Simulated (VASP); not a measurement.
**InP: relaxation of the atoms with PBE**

InP:

```
In P
1.0
     0.00000    2.93050    2.93050
     2.93050    0.00000    2.93050
     2.93050    2.93050    0.00000
In P
1 1
Direct
  0.00000 0.00000 0.00000
  0.25000 0.25000 0.25000
```

| Property | Result |
| --- | --- |
| Program | VASP 6.6.1 |
| Task | relaxation of the atoms |
| Functional | PBE |
| Potentials or basis | VASP PAW PBE potentials, release 64 (In_d, P) |
| Cutoff | 520 eV |
| k mesh | 8 × 8 × 8 |
| Occupations | gaussian, width 0.01 eV |
| Spin | no spin polarisation |
| Dipole correction | no |
| Further INCAR settings | ALGO = Normal; EDIFF = 1e-07; IBRION = 2; EDIFFG = -0.002; NSW = 80 |

The pressure after relaxing is 3.3 GPa. The band gap on the k mesh is 0.71 eV, direct.

Final structure:
```xyz
2
Lattice="0.0000 2.9305 2.9305 2.9305 0.0000 2.9305 2.9305 2.9305 0.0000" Properties=species:S:1:pos:R:3 pbc="T T T"
In    0.0000    0.0000    0.0000
P     1.4652    1.4652    1.4652
```

Levels at points of the mesh, in eV from the valence-band top:
```tsv
k point	band 6	band 7	band 8	band 9	band 10	band 11	band 12	band 13
(0.00, 0.00, 0.00)	-11.52	0.00	0.00	0.00	0.71	4.09	4.09	4.09
(0.50, 0.00, 0.00)	-9.79	-5.73	-0.97	-0.97	1.50	4.81	4.81	7.10
(0.50, 0.50, 0.00)	-9.14	-5.75	-2.32	-2.32	1.76	2.27	9.21	9.60
```

Wall time 38 s on 1 thread of AMD EPYC 7R13 Processor (Zen 3), with other jobs on the host, peak memory 0.15 GiB.

Caveat: the relaxation stopped at its first step, so nothing moved; spin-orbit coupling is left out, which moves the levels of the heavy elements. As with any semilocal functional, this PBE gap is likely too small.
